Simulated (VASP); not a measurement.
# K (Fd-3m) in VASP: single point with PBE

Aim: the single point of K with PBE.

All numbers are computed with VASP 6.6.1; they aren't measurements. Logs are shortened: lines on timing, memory, paths and dates and some standing lists are left out, and cuts for length are marked.

## 1. The cell of the first run

It takes space group Fd-3m (No. 227, cubic). The conventional cell has a = 7.365 Å, b = 7.365 Å, c = 7.365 Å, α = 90.00°, β = 90.00°, γ = 90.00°. Within 4.2 Å of K (site symmetry -43m) lie 4 K at 3.19 Å.

This isn't the form of K at room conditions, which is bcc.

## 2. Single point, PBE (49.94 Å³/atom)

POSCAR

```
K
1.0
    0.0000000000      3.6825413167      3.6825413167
    3.6825413167      0.0000000000      3.6825413167
    3.6825413167      3.6825413167      0.0000000000
K
2
Direct
   -0.1250000000     -0.1250000000     -0.1250000000
    0.1250000000      0.1250000000      0.1250000000
```

INCAR.step1

```
SYSTEM = K
PREC = Accurate
ENCUT = 520
EDIFF = 1E-6
ISMEAR = -1
SIGMA = 0.1
LREAL = .False.
LASPH = .True.
NELM = 60
ALGO = Normal
ISIF = 2
LWAVE = .False.
LCHARG = .True.
GGA = PE
NBANDS = 16
```

KPOINTS.step1

```
regular mesh
0
Gamma
  8 8 8
  0 0 0
```

INCAR.step2

```
SYSTEM = K
PREC = Accurate
ENCUT = 520
EDIFF = 1E-6
ISMEAR = -5
SIGMA = 0.1
LREAL = .False.
LASPH = .True.
NELM = 60
ALGO = Normal
ISIF = 2
LWAVE = .False.
LCHARG = .False.
GGA = PE
LORBIT = 10
NBANDS = 16
NEDOS = 1001
ICHARG = 11
```

KPOINTS.step2

```
regular mesh
0
Gamma
  12 12 12
  0 0 0
```

Potentials or basis: VASP PAW PBE potentials, release 64 (K_sv).

Command:

```sh
$ cat potpaw_PBE.64/K_sv/POTCAR > POTCAR
$ cp INCAR.step1 INCAR
$ cp KPOINTS.step1 KPOINTS
$ mpirun -np 1 vasp_std > vasp.out
$ cp INCAR.step2 INCAR
$ cp KPOINTS.step2 KPOINTS
$ mpirun -np 1 vasp_std > vasp.out
```

OUTCAR:

```text
SYSTEM = K
   PREC = Accurate
   ENCUT = 520
   EDIFF = 1E-6
   ISMEAR = -5
   LREAL = .False.
   LASPH = .True.
   NELM = 60
   ISIF = 2
   GGA = PE
   LORBIT = 10
   ICHARG = 11

 ion  position               nearest neighbor table
   1  0.875  0.875  0.875-   2 3.19   2 3.19   2 3.19   2 3.19
   2  0.125  0.125  0.125-   1 3.19   1 3.19   1 3.19   1 3.19

  LATTYP: Found a face centered cubic cell.
 ALAT       =     7.3650826334

  Lattice vectors:

 A1 = (   0.0000000000,   3.6825413167,   3.6825413167)
 A2 = (   3.6825413167,   0.0000000000,   3.6825413167)
 A3 = (   3.6825413167,   3.6825413167,   0.0000000000)

Analysis of symmetry for initial positions (statically):
=====================================================================
 Subroutine PRICEL returns:
 Original cell was already a primitive cell.

 Routine SETGRP: Setting up the symmetry group for a
 face centered cubic supercell.

 Subroutine GETGRP returns: Found 48 space group operations
 (whereof 12 operations were pure point group operations)
 out of a pool of 48 trial point group operations.

The static configuration has the point symmetry D_3d.
 The point group associated with its full space group is O_h .

Analysis of symmetry for dynamics (positions and initial velocities):
=====================================================================
 Subroutine PRICEL returns:
 Original cell was already a primitive cell.

 Routine SETGRP: Setting up the symmetry group for a
 face centered cubic supercell.

 Subroutine GETGRP returns: Found 48 space group operations
 (whereof 12 operations were pure point group operations)
 out of a pool of 48 trial point group operations.

The dynamic configuration has the point symmetry D_3d.
 The point group associated with its full space group is O_h .

 Subroutine INISYM returns: Found 48 space group operations
 (whereof 12 operations are pure point group operations),
 and found     1 'primitive' translations

----------------------------------------------------------------------------------------

                                     Primitive cell

  volume of cell :      99.8787

  direct lattice vectors                    reciprocal lattice vectors
     0.000000000  3.682541317  3.682541317    -0.135775802  0.135775802  0.135775802
     3.682541317  0.000000000  3.682541317     0.135775802 -0.135775802  0.135775802
     3.682541317  3.682541317  0.000000000     0.135775802  0.135775802 -0.135775802

  length of vectors
[... 92 lines left out ...]
   POTIM  = 0.5000    time-step for ionic-motion
   TEBEG  =    0.0;   TEEND  =   0.0 temperature during run
   PSTRESS=    0.0 pullay stress
   NELECT =      18.0000    total number of electrons
   NUPDOWN=      -1.0000    fix difference up-down
   EMIN   =  10.00;   EMAX   =-10.00  energy-range for DOS
   EFERMI =   0.00;   METHOD = LEGACY
   ISMEAR =    -5;   SIGMA  =   0.10  broadening in eV -4-tet -1-fermi 0-gaus
   EFERMI_NEDOS =   21; number of points for ismear=-14 and -15
   IALGO  =     38    algorithm
   IMIX   =      4    mixing-type and parameters
     AMIX     =   0.40;   BMIX     =  1.00
     AMIX_MAG =   1.60;   BMIX_MAG =  1.00
  volume/ion in A,a.u.               =      49.94       337.01
  Fermi-wavevector in a.u.,A,eV,Ry     =   0.924715  1.747459 11.634320  0.855098
  Thomas-Fermi vector in A             =   2.050491
   LORBIT       =     10    0 simple, 1 ext, 2 COOP (PROOUT), +10 PAW based schemes
   GGA     = PE    functional components
   LHFCALC =     F    Hartree Fock is set to
   AEXX    =    0.0000 exact exchange contribution
   IVDW    =     0    specifies the selected vdW correction
   LEPSILON=     F    determine dielectric tensor
   LRPA    =     F    only Hartree local field effects (RPA)
 non-spin polarized calculation
 Fermi weights with tetrahedron method with Bloechl corrections
  energy-cutoff  :      520.00
  volume of cell :       99.88
 maximum number of plane-waves:      2733

 number of electron      17.9999997 magnetization

 Free energy of the ion-electron system (eV)
  ---------------------------------------------------
  ext. energy  EPLUGINS =         0.00000000
  ---------------------------------------------------
  free energy    TOTEN  =        -0.74518808 eV

  energy without entropy =       -0.74518808  energy(sigma->0) =       -0.74518808

 E-fermi :   0.9848     XC(G=0):  -6.6727

 val. band max:        1.0465179550   @ k =  -0.4167   0.4167   0.0000
 cond. band min:       0.9729180294   @ k =  -0.4167   0.1667   0.0000
 fundamental gap:     -0.0735999256
 Fermi energy:         0.9848395659

 k-point     1 :       0.0000    0.0000    0.0000
  band No.  band energies     occupation
      1     -32.0472      2.00000
      2     -31.7942      2.00000
      3     -15.6624      2.00000
      4     -15.6624      2.00000
      5     -15.6624      2.00000
      6     -15.1908      2.00000
[... 433 lines left out ...]
      3     -15.7829      2.00000
      4     -15.7397      2.00000
      5     -15.6110      2.00000
      6     -15.2575      2.00000
[... 8 lines left out ...]
     15       4.6344      0.00000
     16       5.3429      0.00000

 [... further k-points ...]

------------------------ aborting loop because EDIFF is reached ----------------------------------------

  FORCE on cell =-STRESS in cart. coord.  units (eV):
  Direction    XX          YY          ZZ          XY          YZ          ZX
  --------------------------------------------------------------------------------------
  -------------------------------------------------------------------------------------
  Total        2.0806017      2.0806017      2.0806017     -0.0000000     -0.0000000      0.0000000
  in kB       33.3754127     33.3754127     33.3754127     -0.0000000     -0.0000000      0.0000000
  external PRESSURE =      33.3754127 kB  Pullay stress =       0.0000000 kB

 VOLUME and BASIS-vectors are now :
 -----------------------------------------------------------------------------
  energy-cutoff  :      520.00
  volume of cell :       99.88
      direct lattice vectors                 reciprocal lattice vectors
     0.000000000  3.682541317  3.682541317    -0.135775802  0.135775802  0.135775802
     3.682541317  0.000000000  3.682541317     0.135775802 -0.135775802  0.135775802
     3.682541317  3.682541317  0.000000000     0.135775802  0.135775802 -0.135775802

 POSITION                                       TOTAL-FORCE (eV/Angst)
 -----------------------------------------------------------------------------------
      6.44445      6.44445      6.44445         0.000000     -0.000000     -0.000000
      0.92064      0.92064      0.92064        -0.000000      0.000000      0.000000
 -----------------------------------------------------------------------------------
    total drift:                                0.000000      0.000000     -0.000000

  FREE ENERGIE OF THE ION-ELECTRON SYSTEM (eV)
  ---------------------------------------------------
  free  energy   TOTEN  =        -0.7451880778 eV

  energy  without entropy=       -0.7451880778  energy(sigma->0) =       -0.74518808

 total charge

# of ion       s       p       d       tot
------------------------------------------
    1        1.990   5.562   0.021   7.573
    2        1.990   5.562   0.021   7.573
--------------------------------------------------
tot          3.981  11.123   0.042  15.146
```

OUTCAR.step1:

```text
SYSTEM = K
   PREC = Accurate
   ENCUT = 520
   EDIFF = 1E-6
   ISMEAR = -1
[... 680 lines left out ...]
      6.44445      6.44445      6.44445        -0.000000     -0.000000     -0.000000
      0.92064      0.92064      0.92064         0.000000      0.000000      0.000000
 -----------------------------------------------------------------------------------
    total drift:                                0.000000      0.000000     -0.000000

  FREE ENERGIE OF THE ION-ELECTRON SYSTEM (eV)
  ---------------------------------------------------
  free  energy   TOTEN  =        -0.7684426734 eV

  energy  without entropy=       -0.7180241179  energy(sigma->0) =       -0.74323340
```

Run time: 71 s. Hardware: 1 thread of AMD EPYC 9R45 (Zen 5), shared host; peak memory 0.24 GiB.

Results:

```yaml
Valence_electrons_inside_the_program's_atomic_spheres: K 7.57
```
